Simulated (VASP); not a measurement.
Wanted: the native input for a VASP 6.6.1 run.

```yaml
Task: single point
Functional: PBEsol
Potentials_or_basis: VASP PAW PBE potentials, release 64 (Ta_pv)
Cutoff: 520 eV
k_mesh: 18 × 18 × 10
Occupations: gaussian, width 0.15 eV
Spin: no spin polarisation
Dipole_correction: no
Further_INCAR_settings: ALGO = Fast; EDIFF = 1e-06; NBANDS = 18
```

The structure of Ta lies in POSCAR:

```
Ta
1.0
    2.9003720726      0.0000000000      0.0000000000
   -1.4501860363      2.5117958953      0.0000000000
    0.0000000000      0.0000000000      5.1146112600
Ta
2
Direct
    0.6666666667      0.3333333333      0.7500000000
    0.3333333333      0.6666666667      0.2500000000
```

This cell differs from its parent crystal: strain -0.0100 x Voigt [0, 0, 1, 0, 0, 0].

These files were run (other wordings do the same):

INCAR

```
SYSTEM = Ta
  PREC = Accurate
  ENCUT = 520
  EDIFF = 1E-6
  ISMEAR = 0
  SIGMA = 0.15
  LREAL = .FALSE.
  LASPH = .TRUE.
  NELM = 80
  ALGO = Fast
  ISIF = 2
  LWAVE = .FALSE.
  LCHARG = .FALSE.
  GGA = PS
  NBANDS = 18
```

KPOINTS

```
Automatic mesh
0
G
  18 18 10
  0 0 0
```

Potentials or basis: VASP PAW PBE potentials, release 64 (Ta_pv).

Command:

```bash
$ cat potpaw_PBE.64/Ta_pv/POTCAR > POTCAR
$ mpirun -np 1 vasp_std > vasp.out
```

Results of the run:

* Pressure: -5.3 GPa
* Band gap on the k mesh: zero (band 11 reaches 6.98 eV, above the bottom of band 12 at 4.77 eV)

Caveat: the cell differs from its parent crystal (strain -0.0100 x Voigt [0, 0, 1, 0, 0, 0]); the PAW data sets were made with another functional, which shifts forces and pressure a little; spin-orbit coupling is left out, which moves the levels of the heavy elements.

Wall time 43 s on 1 thread of Intel(R) Xeon(R) 6975P-C (Granite Rapids), with other jobs on the host, peak memory 0.25 GiB.
